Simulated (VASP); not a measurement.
**AlIn2N3: single point with PBEsol**

Crystal: AlIn2N3.

```
CELL_PARAMETERS angstrom
4.99614 -2.87237 0.00000
4.99614 2.87237 0.00000
0.00000 0.00000 5.32514
ATOMIC_POSITIONS crystal
Al 0.33991 0.66009 0.98910
Al 0.66009 0.33991 0.48910
In 0.98683 0.33668 0.98672
In 0.66332 0.01317 0.98672
In 0.01317 0.66332 0.48672
In 0.33668 0.98683 0.48672
N 0.97140 0.33187 0.38578
N 0.66813 0.02860 0.38578
N 0.02860 0.66813 0.88578
N 0.33187 0.97140 0.88578
N 0.36840 0.63160 0.33791
N 0.63160 0.36840 0.83791
```

This cell differs from its parent crystal: volume scaled by 0.94, then relaxed in part.

```yaml
Program: VASP 6.6.1
Task: single point
Functional: PBEsol
Potentials_or_basis: VASP PAW PBE potentials, release 64 (Al, In_d, N)
Cutoff: 520 eV
k_mesh: 6 × 6 × 6
Occupations: gaussian, width 0.02 eV
Spin: no spin polarisation
```

* Pressure: 11.2 GPa
* Largest force: 0.023 eV/Å
* Band gap on the k mesh: 1.22 eV, direct

Forces in eV/Å, atoms in the order of the input:
```
Al   0.000  0.001  0.005
Al   0.000 -0.001  0.005
In  -0.001 -0.001 -0.004
In   0.001 -0.001 -0.004
In   0.001  0.001 -0.004
In  -0.001  0.001 -0.004
N   -0.014  0.010  0.010
N    0.014  0.010  0.010
N    0.014 -0.010  0.010
N   -0.014 -0.010  0.010
N    0.000 -0.016 -0.016
N    0.000  0.016 -0.016
```

Levels at points of the mesh, in eV from the valence-band top:
```csv
k point,band 40,band 41,band 42,band 43,band 44,band 45,band 46,band 47,band 48,band 49
"(0.00, 0.00, 0.00)",-0.68,-0.68,-0.07,-0.02,0.00,1.22,3.86,4.97,5.29,6.57
"(0.50, 0.00, 0.00)",-0.96,-0.85,-0.71,-0.71,-0.48,3.90,3.97,5.07,5.11,5.65
"(0.50, 0.50, 0.00)",-1.05,-0.86,-0.81,-0.58,-0.44,3.89,4.02,4.67,5.39,5.67
"(0.00, 0.00, 0.50)",-0.75,-0.36,-0.36,-0.27,-0.27,3.53,3.53,6.23,6.23,6.34
"(0.50, 0.00, 0.50)",-1.34,-1.08,-1.08,-1.02,-1.02,4.19,4.19,4.71,4.71,5.43
"(0.50, 0.50, 0.50)",-1.38,-1.12,-1.12,-0.82,-0.82,4.19,4.19,4.85,4.85,5.24
```

Run time: 8.1 min on 1 thread of Intel(R) Xeon(R) Platinum 8375C CPU @ 2.90GHz (Ice Lake), with other jobs on the host, peak memory 0.51 GiB.

Caveat: the PAW data sets were made with another functional, which shifts forces and pressure a little; spin-orbit coupling is left out, which moves the levels of the heavy elements.
